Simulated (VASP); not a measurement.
# Na in VASP: settings compared

Na is run at these levels: r2SCAN, r2SCANh; tasks: single point.

Everything below comes from runs of VASP 6.6.1. Logs are shortened: lines on timing, memory, paths and dates and some standing lists are left out, and cuts for length are marked.

### Step 1. The cell of the first run

The cell holds a single atom in a box, 1 atom: a = 14.000 Å, b = 14.400 Å, c = 14.800 Å, α = 90.00°, β = 90.00°, γ = 90.00°.

### Step 2. Single point, r2SCAN, collinear spin

POSCAR reads:

```
Na
1.0
   14.0000000000      0.0000000000      0.0000000000
    0.0000000000     14.4000000000      0.0000000000
    0.0000000000      0.0000000000     14.8000000000
Na
1
Direct
    0.5000000000      0.5000000000      0.5000000000
```

INCAR.step1 reads:

```
PREC = Accurate
ENCUT = 520
ISMEAR = -1
SIGMA = 0.01
LREAL = False
LASPH = True
NELM = 150
ISPIN = 2
MAGMOM = 0.999
NBANDS = 14
ISYM = 0
GGA = PE
ALGO = Normal
EDIFF = 1E-4
LWAVE = True
LCHARG = False
```

INCAR.step2 reads:

```
PREC = Accurate
ENCUT = 520
EDIFF = 1E-7
ISMEAR = -1
SIGMA = 0.01
LREAL = False
LASPH = True
NELM = 150
ALGO = Normal
ISIF = 2
LWAVE = False
LCHARG = False
ISPIN = 2
MAGMOM = 0.999
LORBIT = 11
METAGGA = R2SCAN
LMIXTAU = True
NBANDS = 14
ISYM = 0
ISTART = 1
```

KPOINTS reads:

```
Automatic mesh
0
Gamma
  1 1 1
```

Potentials or basis: VASP PAW PBE potentials, release 64 (Na_pv).

The run is started by

```bash
$ cat potpaw_PBE.64/Na_pv/POTCAR > POTCAR
$ cp INCAR.step1 INCAR
$ mpirun -np 1 vasp_gam > vasp.out
$ cp INCAR.step2 INCAR
$ mpirun -np 1 vasp_gam > vasp.out
```

OUTCAR:

```text
PREC = Accurate
   ENCUT = 520
   EDIFF = 1E-7
   ISMEAR = -1
   LREAL = False
   LASPH = True
   NELM = 150
   ISIF = 2
   ISPIN = 2
   LORBIT = 11
   METAGGA = R2SCAN
   ISYM = 0
   ISTART = 1

 ion  position               nearest neighbor table
   1  0.500  0.500  0.500-

IMPORTANT INFORMATION: All symmetrisations will be switched off!
NOSYMM: (Re-)initialisation of all symmetry stuff for point group C_1.

----------------------------------------------------------------------------------------

                                     Primitive cell

  volume of cell :    2983.6800

  direct lattice vectors                    reciprocal lattice vectors
    14.000000000  0.000000000  0.000000000     0.071428571  0.000000000  0.000000000
     0.000000000 14.400000000  0.000000000     0.000000000  0.069444444  0.000000000
     0.000000000  0.000000000 14.800000000     0.000000000  0.000000000  0.067567568

  length of vectors
    14.000000000 14.400000000 14.800000000     0.071428571  0.069444444  0.067567568

  position of ions in fractional coordinates (direct lattice)
     0.500000000  0.500000000  0.500000000

  ion indices of the primitive-cell ions
   primitive index   ion index
                 1           1

----------------------------------------------------------------------------------------

 KPOINTS: Automatic mesh

Automatic generation of k-mesh.
 Grid dimensions read from file:
 generate k-points for:    1    1    1

 Generating k-lattice:

  Cartesian coordinates                     Fractional coordinates (reciprocal lattice)
     0.071428571  0.000000000  0.000000000     1.000000000  0.000000000  0.000000000
     0.000000000  0.069444444  0.000000000     0.000000000  1.000000000  0.000000000
     0.000000000  0.000000000  0.067567568     0.000000000  0.000000000  1.000000000

  Length of vectors
     0.071428571  0.069444444  0.067567568

  Shift w.r.t. Gamma in fractional coordinates (k-lattice)
     0.000000000  0.000000000  0.000000000

 Subroutine IBZKPT returns following result:
 ===========================================

 Found      1 irreducible k-points:

 Following reciprocal coordinates:
            Coordinates               Weight
  0.000000  0.000000  0.000000      1.000000
   k-points           NKPTS =      1   k-points in BZ     NKDIM =      1   number of bands    NBANDS=     14
   number of dos      NEDOS =    301   number of ions     NIONS =      1
   total plane-waves  NPLWV = ******
   dimension x,y,z NGX =   108 NGY =  108 NGZ =  112
   dimension x,y,z NGXF=   216 NGYF=  216 NGZF=  224
   ions per type =               1
   NGX,Y,Z   is equivalent  to a cutoff of  12.82, 12.47, 12.58 a.u.
   NGXF,Y,Z  is equivalent  to a cutoff of  25.65, 24.94, 25.16 a.u.
 SYSTEM =  unknown system
   PREC   = accura    normal or accurate (medium, high low for compatibility)
   ISTART =      1    job   : 0-new  1-cont  2-samecut
   ICHARG =      0    charge: 1-file 2-atom 10-const
   ISPIN  =      2    spin polarized calculation?
   LNONCOLLINEAR =      F non collinear calculations
   LSORBIT =      F    spin-orbit coupling
   LASPH  =      T    aspherical Exc in radial PAW
   ENCUT  =  520.0 eV  38.22 Ry    6.18 a.u.  26.03 26.77 27.52*2*pi/ulx,y,z
   NELM   =    150;   NELMIN=  2; NELMDL=  0     # of ELM steps
   EDIFF  = 0.1E-06   stopping-criterion for ELM
   LREAL  =      F    real-space projection
   EDIFFG = 0.1E-05   stopping-criterion for IOM
   NSW    =      0    number of steps for IOM
   IBRION =     -1    ionic relax: 0-MD 1-quasi-New 2-CG
   NFREE  =      0    steps in history (QN), initial steepest desc. (CG)
   ISIF   =      2    stress and relaxation
   ISYM   =      0    0-nonsym 1-usesym 2-fastsym
   POTIM  = 0.5000    time-step for ionic-motion
   TEBEG  =    0.0;   TEEND  =   0.0 temperature during run
   PSTRESS=    0.0 pullay stress
   NELECT =       7.0000    total number of electrons
   NUPDOWN=      -1.0000    fix difference up-down
   EMIN   =  10.00;   EMAX   =-10.00  energy-range for DOS
   EFERMI =   0.00;   METHOD = LEGACY
   ISMEAR =    -1;   SIGMA  =   0.01  broadening in eV -4-tet -1-fermi 0-gaus
   EFERMI_NEDOS =   21; number of points for ismear=-14 and -15
   IALGO  =     38    algorithm
   IMIX   =      4    mixing-type and parameters
     AMIX     =   0.40;   BMIX     =  1.00
     AMIX_MAG =   1.60;   BMIX_MAG =  1.00
  volume/ion in A,a.u.               =    2983.68     20134.87
  Fermi-wavevector in a.u.,A,eV,Ry     =   0.217532  0.411076  0.643831  0.047320
  Thomas-Fermi vector in A             =   0.994525
   LORBIT       =     11    0 simple, 1 ext, 2 COOP (PROOUT), +10 PAW based schemes
   METAGGA = R2SCAN    functional components
   LHFCALC =     F    Hartree Fock is set to
   AEXX    =    0.0000 exact exchange contribution
   IVDW    =     0    specifies the selected vdW correction
   LEPSILON=     F    determine dielectric tensor
   LRPA    =     F    only Hartree local field effects (RPA)
 spin polarized calculation
  energy-cutoff  :      520.00
  volume of cell :     2983.68
 maximum number of plane-waves:     40220
 NGX is ok and might be reduce to   108
   NGX = 53   NGY = 53   NGZ = 55

 number of electron       7.0000000 magnetization       1.0002074

 Free energy of the ion-electron system (eV)
  ---------------------------------------------------
  ext. energy  EPLUGINS =         0.00000000
  ---------------------------------------------------
  free energy    TOTEN  =        -2.47695566 eV

  energy without entropy =       -2.47695566  energy(sigma->0) =       -2.47695566

 E-fermi :  -2.7896     XC(G=0):  -0.4294

 val. band max:       -3.0485970516   @ k =   0.0000   0.0000   0.0000
 cond. band min:      -1.7059693232   @ k =   0.0000   0.0000   0.0000
 fundamental gap:      1.3426277285
 Fermi energy:        -2.7895966649

 spin component 1

 k-point     1 :       0.0000    0.0000    0.0000
  band No.  band energies     occupation
      1     -29.5690      1.00000
      2     -29.5688      1.00000
      3     -29.5686      1.00000
      4      -3.0486      1.00000
      5      -0.7756      0.00000
      6      -0.7732      0.00000
      7      -0.7703      0.00000
      8       0.0354      0.00000
      9       0.5910      0.00000
     10       0.6264      0.00000
     11       0.8538      0.00000
     12       0.8761      0.00000
     13       0.9060      0.00000
     14       0.9271      0.00000
 Fermi energy:        -2.7895966649

 spin component 2

 k-point     1 :       0.0000    0.0000    0.0000
  band No.  band energies     occupation
      1     -29.5054      1.00000
      2     -29.5053      1.00000
      3     -29.5051      1.00000
      4      -1.7060      0.00000
      5      -0.4657      0.00000
      6      -0.4552      0.00000
      7      -0.4432      0.00000
      8      -0.2556      0.00000
      9       0.1530      0.00000
     10       0.1745      0.00000
     11       0.3434      0.00000
     12       0.3730      0.00000
     13       0.3828      0.00000
     14       0.6055      0.00000

------------------------ aborting loop because EDIFF is reached ----------------------------------------

  FORCE on cell =-STRESS in cart. coord.  units (eV):
  Direction    XX          YY          ZZ          XY          YZ          ZX
  --------------------------------------------------------------------------------------
  -------------------------------------------------------------------------------------
  Total        0.0075821      0.0106402      0.0152420     -0.0000020      0.0000025      0.0000009
  in kB        0.0040715      0.0057136      0.0081846     -0.0000011      0.0000013      0.0000005
  external PRESSURE =       0.0059899 kB  Pullay stress =       0.0000000 kB

 VOLUME and BASIS-vectors are now :
 -----------------------------------------------------------------------------
  energy-cutoff  :      520.00
  volume of cell :     2983.68
      direct lattice vectors                 reciprocal lattice vectors
    14.000000000  0.000000000  0.000000000     0.071428571  0.000000000  0.000000000
     0.000000000 14.400000000  0.000000000     0.000000000  0.069444444  0.000000000
     0.000000000  0.000000000 14.800000000     0.000000000  0.000000000  0.067567568

 POSITION                                       TOTAL-FORCE (eV/Angst)
 -----------------------------------------------------------------------------------
      7.00000      7.20000      7.40000         0.000007     -0.000001     -0.000007
 -----------------------------------------------------------------------------------
    total drift:                                0.000007     -0.000001     -0.000007

  FREE ENERGIE OF THE ION-ELECTRON SYSTEM (eV)
  ---------------------------------------------------
  free  energy   TOTEN  =        -2.4769556633 eV

  energy  without entropy=       -2.4769556633  energy(sigma->0) =       -2.47695566

 total charge

# of ion       s       p       d       tot
------------------------------------------
    1        0.111   5.945   0.000   6.056

 magnetization (x)

# of ion       s       p       d       tot
------------------------------------------
    1        0.111  -0.001   0.000   0.109
```

OUTCAR.step1:

```text
PREC = Accurate
   ENCUT = 520
   ISMEAR = -1
   LREAL = False
   LASPH = True
   NELM = 150
[... 192 lines left out ...]
 POSITION                                       TOTAL-FORCE (eV/Angst)
 -----------------------------------------------------------------------------------
      7.00000      7.20000      7.40000        -0.000001      0.000006     -0.000005
 -----------------------------------------------------------------------------------
    total drift:                               -0.000001      0.000006     -0.000005

  FREE ENERGIE OF THE ION-ELECTRON SYSTEM (eV)
  ---------------------------------------------------
  free  energy   TOTEN  =        -0.2285459070 eV

  energy  without entropy=       -0.2285459070  energy(sigma->0) =       -0.22854591
```

It took 22 min on 1 thread of Intel Xeon Platinum 8488C (Sapphire Rapids), shared host; peak memory 3.7 GiB.

Results:

* Free energy: -2.4770 eV
* Pressure: 0.0 GPa
* Band gap on the k mesh: 1.34 eV
* Net moment: 1.00 μB per cell
* Site moments: Na +0.11 μB
* Valence electrons inside the program's atomic spheres: Na 6.06

Caveat: the PAW data sets were made with another functional, which shifts forces and pressure a little.

### Step 3. Single point, r2SCANh, collinear spin

POSCAR is that of step 2.

INCAR.step1 reads:

```
PREC = Accurate
ENCUT = 520
EDIFF = 1E-5
ISMEAR = -1
SIGMA = 0.01
LREAL = F
LASPH = T
NELM = 150
ALGO = Normal
ISIF = 2
LWAVE = T
LCHARG = F
ISPIN = 2
MAGMOM = 0.999
LORBIT = 11
GGA = PE
ISYM = 0
NBANDS = 14
```

INCAR.step2 reads:

```
PREC = Accurate
ENCUT = 520
EDIFF = 1E-7
ISMEAR = -1
SIGMA = 0.01
LREAL = F
LASPH = T
NELM = 150
ALGO = Normal
ISIF = 2
LWAVE = F
LCHARG = F
ISPIN = 2
MAGMOM = 0.999
LORBIT = 11
METAGGA = R2SCAN
LHFCALC = T
AEXX = 0.1
LMIXTAU = T
PRECFOCK = Normal
ISTART = 1
ISYM = 0
NBANDS = 14
```

KPOINTS is that of step 2.

Potentials or basis: VASP PAW PBE potentials, release 64 (Na_pv).

The run is started by

```bash
$ cat potpaw_PBE.64/Na_pv/POTCAR > POTCAR
$ cp INCAR.step1 INCAR
$ mpirun -np 1 vasp_gam > vasp.out
$ cp INCAR.step2 INCAR
$ mpirun -np 1 vasp_gam > vasp.out
```

Wall time 44 min (1 thread of Intel Xeon Platinum 8488C (Sapphire Rapids), shared host); peak memory 3.4 GiB.

The run converged. Its results:

```yaml
Free_energy: -2.3820 eV
Pressure: 0.0 GPa
Band_gap_on_the_k_mesh: 1.59 eV
Net_moment: 1.00 μB per cell
Site_moments: Na +0.11 μB
Valence_electrons_inside_the_program's_atomic_spheres: Na 6.06
```

Levels at points of the mesh, in eV from the valence-band top:
Spin up:
| k point | band 1 | band 2 | band 3 | band 4 | band 5 | band 6 | band 7 | band 8 | band 9 |
| --- | --- | --- | --- | --- | --- | --- | --- | --- | --- |
| (0.00, 0.00, 0.00) | -27.55 | -27.55 | -27.55 | 0.00 | 2.64 | 2.65 | 2.65 | 3.31 | 3.87 |
Spin down:
```
           k point  band 1  band 2  band 3  band 4  band 5  band 6
(0.00, 0.00, 0.00)  -27.48  -27.48  -27.48    1.59    2.76    2.77
```

Caveat: the PAW data sets were made with another functional, which shifts forces and pressure a little.
